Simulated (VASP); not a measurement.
Write the native input for VASP 6.6.1 that does the following.

- Task: single point
- Functional: PBE
- Potentials or basis: VASP PAW PBE potentials, release 64 (Y_sv, Sr_sv)
- Cutoff: 520 eV
- k mesh: 2 × 2 × 2, shifted
- Occupations: gaussian, width 0.1 eV
- Spin: no spin polarisation
- Dipole correction: no
- Further INCAR settings: LREAL = Auto; ALGO = Normal; EDIFF = 1e-06; NBANDS = 124; ISYM = 0

The structure of SrY4 lies in POSCAR:

```
SrY4
1.0
    9.4267871671      0.1030824053     -0.1386234808
    0.1097719709      9.3062132965      0.2103293456
   -0.1442522456      0.2239295147      8.2742225733
Y Sr
16 4
Direct
    0.0392002669      0.9477677006      0.1862811679
    0.6050431107      0.5306616091      0.9584500525
    0.8759251083      0.3759555645      0.6839810135
    0.7712515601      0.1536833956      0.0085104200
    0.9403369382      0.7247840247      0.4980438165
    0.7813672577      0.0931357425      0.4297837761
    0.6886816668      0.8524981526      0.7510576757
    0.9541740026      0.6589073300      0.9409221195
    0.4697765126      0.2662844549      0.2243303900
    0.2364706941      0.5697022557      0.2296243400
    0.1421320404      0.2441740255      0.4324129785
    0.7041443638      0.8100131000      0.1852689288
    0.1258327594      0.2811952639      0.0080094523
    0.0213566500      0.0086469585      0.7479992569
    0.5923487631      0.5614629884      0.4766258892
    0.8662418058      0.4375190268      0.2581097838
    0.3680382464      0.9040016813      0.4520250552
    0.2549638658      0.5616358370      0.7086621663
    0.4832667708      0.2290448800      0.7078708611
    0.3617851196      0.9024202858      0.9749850744
```

One way to write it, as run:

INCAR

```
SYSTEM = SrY4
ALGO     = Normal         ! electronic algorithm
EDIFF    = 1E-6           ! SCF threshold, eV
ENCUT    = 520            ! plane-wave cutoff, eV
GGA      = PE             ! functional
ISIF     = 2              ! what is computed and relaxed
ISMEAR   = 0              ! smearing method
ISYM     = 0            
LASPH    = .True.         ! aspherical terms in the spheres
LCHARG   = .False.        ! write CHGCAR
LREAL    = Auto         
LWAVE    = .False.        ! write WAVECAR
NBANDS   = 124            ! bands
NELM     = 60             ! most SCF steps
PREC     = Accurate       ! precision mode
SIGMA    = 0.1            ! smearing width, eV
```

KPOINTS

```
Automatic mesh
0
Gamma
  2 2 2
  0.5 0.5 0.5
```

Potentials or basis: VASP PAW PBE potentials, release 64 (Y_sv, Sr_sv).

Launch:

```sh
$ cat potpaw_PBE.64/Y_sv/POTCAR potpaw_PBE.64/Sr_sv/POTCAR > POTCAR
$ mpirun -np 1 vasp_std > vasp.out
```

Results of the run:

| Quantity | Value |
| --- | --- |
| Pressure | -0.1 GPa |
| Largest force | 0.024 eV/Å |

Caveat: the k points lie up to 0.38 Å⁻¹ apart.

Wall time 27 min on 1 thread of Intel Xeon 8259CL, on a shared host, peak memory 0.78 GiB.
